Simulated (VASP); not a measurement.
A run of VASP 6.6.1:

Contents of INCAR:

```
PREC = Accurate
ENCUT = 520
EDIFF = 1E-6
ISMEAR = 0
SIGMA = 0.01
LREAL = False
LASPH = True
NELM = 80
ALGO = Normal
ISIF = 2
LWAVE = False
LCHARG = False
GGA = PS
NBANDS = 16
```

KPOINTS

```
Automatic mesh
0
Gamma
  12 12 4
```

POSCAR

```
SiC
1.0
    3.1014226405      0.0000000000      0.0000000000
   -1.5507113202      2.6859106513      0.0000000000
    0.0000000000      0.0000000000      5.0897209003
Si C
2 2
Direct
    0.3333333333      0.6666666667      0.0000000000
    0.6666666667      0.3333333333      0.5000000000
    0.3333333333      0.6666666667      0.3850000000
    0.6666666667      0.3333333333      0.8850000000
```

Potentials or basis: VASP PAW PBE potentials, release 64 (Si, C).

The run is started by

```bash
$ cat potpaw_PBE.64/Si/POTCAR potpaw_PBE.64/C/POTCAR > POTCAR
$ mpirun -np 1 vasp_std > vasp.out
```

Hardware: 1 thread of AMD EPYC 9R45 96-Core Processor (Zen 5) (shared host).

Q: How long does it take, and how much memory?

A: Wall time 16 s on 1 thread of AMD EPYC 9R45 96-Core Processor (Zen 5) (shared host), peak memory 0.14 GiB. Counts: scf iterations 12, k points 57.
